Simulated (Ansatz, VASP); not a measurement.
Two plane-wave programs on NaF

The input INCAR:

```
SYSTEM = NaF
PREC = Accurate ; ENCUT = 520
EDIFF = 1E-7 ; ISMEAR = 0
SIGMA = 0.05 ; LREAL = .False.
LASPH = .True. ; NELM = 80
ALGO = Normal ; ISIF = 2
LWAVE = .False. ; LCHARG = .False.
GGA = PS ; NBANDS = 14
```

Contents of KPOINTS:

```
regular mesh
0
Gamma
  8 8 8
  0 0 0
```

File POSCAR:

```
NaF
1.0
    0.0000000000      2.2536010000      2.2884505000
    2.2536010000      0.0000000000      2.2884505000
    2.2536010000      2.2536010000      0.0000000000
Na F
1 1
Direct
    0.0000000000      0.0000000000      0.0000000000
    0.5000000000      0.5000000000      0.5000000000
```

Input for Ansatz:

```yaml
crystal:
  lattice:
    - [0.0, 2.253601, 2.2884505]
    - [2.253601, 0.0, 2.2884505]
    - [2.253601, 2.253601, 0.0]
  atoms:
    - { symbol: Na, position: [0.0, 0.0, 0.0] }
    - { symbol: F, position: [0.5, 0.5, 0.5] }
basis:
  ecutwfc: 420
kpoints:
  mp_grid: { grid: [8, 8, 8] }
hamiltonian:
  xc: pbesol
scf:
  occupations: { method: gaussian, width: 0.05 }
output:
  forces: true
  stress: true
  eigenvalues: true
```

Change from the starting cell: strain -0.030 along x and y, -0.015 along z, atoms carried along.

Alike in both runs: task single point; functional PBEsol; k mesh 8 × 8 × 8; occupations gaussian, width 0.05 eV; no spin polarisation.

```csv
,VASP,Ansatz
version,VASP 6.6.1,Ansatz 0.2.0
potentials or method,"VASP PAW PBE potentials, release 64 (Na_pv, F), cutoff 520 eV","scalar-relativistic, plane waves, PAW"
valence electrons in the cell,14,16
```

|  | VASP | Ansatz | Ansatz less VASP |
| --- | --- | --- | --- |
| gap on the k mesh at the Fermi level (eV) | 6.53 | 6.55 | +0.022 |
| least direct gap on the mesh (eV) | 6.53 | 6.55 | +0.022 |
| pressure (GPa) | 3.7 | 3.7 | -0.07 |
| traceless stress, the component that is largest in VASP (GPa) | -1.17 | -1.12 | +0.050 |

VASP's potentials were made for PBE, not for PBEsol. VASP's potentials hold 14 valence electrons a cell and Ansatz's 16, so a difference there can come from the potentials and not from the codes.
